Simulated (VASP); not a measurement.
SiBF, 6 atoms in the cell. The structure is tetragonal, space group P4/nmm (No. 129). Conventional cell: a = 3.108 Å, b = 3.108 Å, c = 6.118 Å, α = 90.00°, β = 90.00°, γ = 90.00°. Within 2.8 Å of Si (site symmetry 4mm) lie 5 B at 2.14 to 2.32 Å and 4 F at 2.24 Å. Within 2.8 Å of B (site symmetry 4mm) lie 5 Si at 2.14 to 2.32 Å and 4 B at 2.60 Å. Within 2.9 Å of F (site symmetry -4m2) lie 4 F at 2.20 Å and 4 Si at 2.24 Å and 4 B at 2.83 Å. 

| Quantity | Value |
| --- | --- |
| Program | VASP 6.6.1 |
| Task | relaxation of cell and atoms |
| Functional | PBE |
| Potentials or basis | VASP PAW PBE potentials, release 64 (Si, B, F) |
| Cutoff | 600 eV |
| k mesh | 12 × 12 × 6 |
| Occupations | gaussian, width 0.1 eV |
| Spin | no spin polarisation |
| Dipole correction | no |
| Further INCAR settings | ALGO = Normal; EDIFF = 1e-06; IBRION = 2; EDIFFG = -0.01; NSW = 100; ISIF = 3 |

Potentials or basis: VASP PAW PBE potentials, release 64 (Si, B, F).

Launch:

```sh
$ cat potpaw_PBE.64/Si/POTCAR potpaw_PBE.64/B/POTCAR potpaw_PBE.64/F/POTCAR > POTCAR
$ mpirun -np 1 vasp_std > vasp.out
```

Hardware: 1 thread of Oxide Virtual Turin-like Processor, on a shared host.

**Question.** Estimate the wall time of this run.

**Answer.** Wall time 10 min on 1 thread of Oxide Virtual Turin-like Processor, with other jobs on the host, peak memory 0.25 GiB. Counts: scf iterations 40, k points 112, ion steps 6.
